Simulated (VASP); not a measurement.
# Ti4Al12H (a cell with a defect) in VASP: a series of runs, part 2 of 2

VASP 6.6.1. Earlier steps stand in the parts before.

## Step 4: Single point, PBE

Input file INCAR:

```
  PREC = Accurate
  ENCUT = 520
  EDIFF = 1E-6
  ISMEAR = 0
  SIGMA = 0.1
  LREAL = Auto
  LASPH = True
  NELM = 60
  ALGO = Normal
  ISIF = 2
  LWAVE = False
  LCHARG = False
  GGA = PE
  NBANDS = 56
```

Input file KPOINTS:

```
Automatic mesh
0
Gamma
  4 4 4
  0.5 0.5 0.5
```

Input file POSCAR:

```
Ti4Al12H
1.0
   -3.9797267063      3.9797267063      3.9797267063
    3.9797267063     -3.9797267063      3.9797267063
    3.9797267063      3.9797267063     -3.9797267063
Ti Al H
4 12 1
Direct
    0.5000026753      0.4999854630     -0.0000036435
    0.0000183430      0.0000011307      0.0000149508
   -0.0000483702      0.4999848349      0.4999992831
    0.5000031778      0.0000554058      0.4999992831
    0.2496570929      0.2496936532      0.5000045598
    0.7502913442      0.7503323018      0.5000049367
    0.7500041385      0.2499978198      0.0000006282
    0.2500054836      0.7499989874     -0.0000006282
    0.2497186549      0.5000305666      0.2497395106
    0.7499832828     -0.0000080408      0.2499818639
    0.7503248892      0.5000216464      0.7503410964
    0.2499882714     -0.0000065331      0.7499896903
    0.4999883527      0.2496833510      0.2496665156
   -0.0000013820      0.7500075307      0.2500142782
    0.0000013820      0.2500120168      0.7500200944
    0.4999839554      0.7502817958      0.7502552864
    0.4999391031      0.5001384886      0.5000234053
```

Potentials or basis: VASP PAW PBE potentials, release 64 (Ti_sv, Al, H).

Started as:

```bash
$ cat potpaw_PBE.64/Ti_sv/POTCAR potpaw_PBE.64/Al/POTCAR potpaw_PBE.64/H/POTCAR > POTCAR
$ mpirun -np 1 vasp_std > vasp.out
```

OUTCAR:

```text
PREC = Accurate
   ENCUT = 520
   EDIFF = 1E-6
   ISMEAR = 0
   LREAL = Auto
   LASPH = True
   NELM = 60
   ISIF = 2
   GGA = PE

 ion  position               nearest neighbor table
   1  0.500  0.500  1.000-  13 2.81  11 2.81   7 2.81  12 2.81   5 2.81  14 2.81  15 2.81  10 2.81
                             6 2.81   8 2.81   9 2.81  16 2.81
   2  0.000  0.000  0.000-  13 2.81  11 2.81   8 2.81   5 2.81  14 2.81  12 2.81  10 2.81  15 2.81
                             6 2.81   7 2.81   9 2.81  16 2.81
   3  1.000  0.500  0.500-  13 2.81  11 2.81  10 2.81  15 2.81   5 2.81   7 2.81   8 2.81  14 2.81
                             6 2.81  12 2.81   9 2.81  16 2.81
   4  0.500  0.000  0.500-  13 2.81  11 2.81   5 2.81  10 2.81  15 2.81   8 2.81   7 2.81  14 2.81
                            12 2.81   6 2.81   9 2.81  16 2.81
   5  0.250  0.250  0.500-  17 1.99  15 2.81  10 2.81  12 2.81  14 2.81   4 2.81   2 2.81   1 2.81
                             3 2.81  16 2.82   9 2.82  11 2.82  13 2.82
   6  0.750  0.750  0.500-  17 1.99  15 2.81  10 2.81  12 2.81  14 2.81   3 2.81   1 2.81   2 2.81
                             4 2.81  16 2.82   9 2.82  11 2.82  13 2.82
   7  0.750  0.250  0.000-  13 2.81  11 2.81   9 2.81  16 2.81  15 2.81  10 2.81   1 2.81   3 2.81
                             4 2.81  14 2.81   2 2.81  12 2.81
   8  0.250  0.750  1.000-  11 2.81  13 2.81   9 2.81  16 2.81  10 2.81  15 2.81   2 2.81   4 2.81
                             3 2.81  12 2.81   1 2.81  14 2.81
   9  0.250  0.500  0.250-  17 1.99  14 2.81   8 2.81   7 2.81  15 2.81   4 2.81   3 2.81   1 2.81
                             2 2.81  16 2.82   6 2.82   5 2.82  13 2.82
  10  0.750  1.000  0.250-   5 2.81   6 2.81  13 2.81  16 2.81   8 2.81   7 2.81   3 2.81   4 2.81
                            14 2.81   2 2.81   1 2.81  15 2.81
  11  0.750  0.500  0.750-  17 1.99  14 2.81   8 2.81   7 2.81  15 2.81   4 2.81   3 2.81   1 2.81
                             2 2.81  16 2.82   6 2.82   5 2.82  13 2.82
  12  0.250  1.000  0.750-  13 2.81   5 2.81   6 2.81  16 2.81  14 2.81   1 2.81   2 2.81   8 2.81
                             4 2.81  15 2.81   3 2.81   7 2.81
  13  0.500  0.250  0.250-  17 1.99  12 2.81   7 2.81   8 2.81  10 2.81   4 2.81   3 2.81   2 2.81
                             1 2.81   9 2.82   6 2.82   5 2.82  11 2.82
  14  1.000  0.750  0.250-  11 2.81   5 2.81   9 2.81   6 2.81  12 2.81   2 2.81   1 2.81  10 2.81
                             4 2.81   3 2.81   7 2.81   8 2.81
  15  0.000  0.250  0.750-   5 2.81   6 2.81  11 2.81   9 2.81   7 2.81   8 2.81   3 2.81   4 2.81
                             1 2.81  12 2.81   2 2.81  10 2.81
  16  0.500  0.750  0.750-  17 1.99  12 2.81   7 2.81   8 2.81  10 2.81   4 2.81   3 2.81   2 2.81
                             1 2.81   9 2.82   6 2.82   5 2.82  11 2.82
[... 210 lines left out ...]
  ext. energy  EPLUGINS =         0.00000000
  ---------------------------------------------------
  free energy    TOTEN  =       -84.84929780 eV

  energy without entropy =      -84.80496494  energy(sigma->0) =      -84.82713137

 E-fermi :   8.9622     XC(G=0): -10.8033

 val. band max:        8.9289220585   @ k =  -0.1250   0.3750  -0.1250
 cond. band min:       8.9890696480   @ k =  -0.3750   0.1250  -0.1250
 fundamental gap:      0.0601475895
 Fermi energy:         8.9622185304

 k-point     1 :       0.1250    0.1250    0.1250
  band No.  band energies     occupation
      1     -47.9996      2.00000
      2     -47.9988      2.00000
      3     -47.9985      2.00000
      4     -47.9983      2.00000
      5     -24.3216      2.00000
      6     -24.3215      2.00000
[... 1357 lines left out ...]
     53      10.8831      0.00000
     54      10.9645      0.00000

 [... further k-points ...]

 [bands above 54 left out]

------------------------ aborting loop because EDIFF is reached ----------------------------------------

  FORCE on cell =-STRESS in cart. coord.  units (eV):
  Direction    XX          YY          ZZ          XY          YZ          ZX
  --------------------------------------------------------------------------------------
  -------------------------------------------------------------------------------------
  Total        1.4632329      1.4633129      1.4640237     -0.0005445     -0.0001356     -0.0002778
  in kB        9.2983160      9.2988244      9.3033410     -0.0034599     -0.0008619     -0.0017656
  external PRESSURE =       9.3001605 kB  Pullay stress =       0.0000000 kB

 VOLUME and BASIS-vectors are now :
 -----------------------------------------------------------------------------
  energy-cutoff  :      520.00
  volume of cell :      252.13
      direct lattice vectors                 reciprocal lattice vectors
    -3.979726706  3.979726706  3.979726706     0.000000000  0.125636768  0.125636768
     3.979726706 -3.979726706  3.979726706     0.125636768  0.000000000  0.125636768
     3.979726706  3.979726706 -3.979726706     0.125636768  0.125636768  0.000000000

 POSITION                                       TOTAL-FORCE (eV/Angst)
 -----------------------------------------------------------------------------------
      3.97964      3.97978     -0.00003         0.001482     -0.001080      0.000416
     -0.00001      0.00013      0.00002         0.000771     -0.001775     -0.000085
      0.00013      3.97959      3.97948        -0.000554      0.000796      0.002517
      0.00021      3.97952      0.00024        -0.001317      0.001516     -0.002195
      1.99003      1.98974     -0.00260        -0.000616      0.000202     -0.002849
      1.99005      1.98972      3.98219        -0.000707      0.000917      0.003916
[... 9 lines left out ...]
      3.98193      1.98969      1.98991         0.005907      0.000552     -0.000299
      1.99075      1.98916      1.99008        -0.002011      0.001617     -0.000582
 -----------------------------------------------------------------------------------
    total drift:                               -0.001824      0.001174      0.000268

  FREE ENERGIE OF THE ION-ELECTRON SYSTEM (eV)
  ---------------------------------------------------
  free  energy   TOTEN  =       -84.8492978019 eV

  energy  without entropy=      -84.8049649406  energy(sigma->0) =      -84.82713137
```

stdout:

```text
POSCAR found type information on POSCAR TiAlH
 POSCAR found :  3 types and      17 ions
 scaLAPACK will be used
 LDA part: xc-table for (Slater+PW92), standard interpolation
 POSCAR, INCAR and KPOINTS ok, starting setup
 FFT: planning ... GRIDC
 FFT: planning ... GRID_SOFT
 FFT: planning ... GRID
 WAVECAR not read
 entering main loop
```

Wall time 27 min (1 thread of Oxide Virtual Turin-like, shared host); peak memory 0.53 GiB.

Results:

```yaml
Free_energy: -84.8493 eV
Pressure: 0.9 GPa
Largest_force: 0.006 eV/Å
```

Forces on the atoms (eV/Å):
```
Ti   0.001 -0.001  0.000
Ti   0.001 -0.002  0.000
Ti  -0.001  0.001  0.003
Ti  -0.001  0.002 -0.002
Al  -0.001  0.000 -0.003
Al  -0.001  0.001  0.004
Al   0.000  0.000  0.000
Al   0.000  0.000  0.000
Al  -0.001 -0.005 -0.001
Al   0.000  0.000  0.000
Al   0.000  0.002  0.000
Al   0.000  0.000  0.000
Al  -0.002  0.000  0.000
Al   0.000  0.000  0.000
Al   0.000  0.000  0.000
Al   0.006  0.001  0.000
H   -0.002  0.002 -0.001
```
